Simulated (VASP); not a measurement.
A run of VASP 6.6.1:

File INCAR:

```
PREC = Accurate
ENCUT = 520
EDIFF = 1E-7
ISMEAR = -1
SIGMA = 0.1
LREAL = F
LASPH = T
NELM = 60
ALGO = Normal
ISIF = 2
LWAVE = F
LCHARG = F
GGA = RP
NBANDS = 12
```

KPOINTS

```
Automatic mesh
0
Gamma
  13 13 8
```

The input POSCAR:

```
As
1.0
    2.9700469170      0.0000000000      0.0000000000
   -1.4850234585      2.5721360805      0.0000000000
    0.0000000000      0.0000000000      4.5252784683
As
2
Direct
    0.3333333333      0.6666666667      0.2500000000
    0.6666666667      0.3333333333      0.7500000000
```

Potentials or basis: VASP PAW PBE potentials, release 64 (As).

Command:

```sh
$ cat potpaw_PBE.64/As/POTCAR > POTCAR
$ mpirun -np 1 vasp_std > vasp.out
```

Hardware: 1 thread of Intel(R) Xeon(R) Platinum 8488C (Sapphire Rapids), with other jobs on the host.

Q: Estimate the wall time of this run.

A: It took 23 s on 1 thread of Intel(R) Xeon(R) Platinum 8488C (Sapphire Rapids) (shared host), peak memory 0.17 GiB. Counts: scf iterations 12, k points 105.
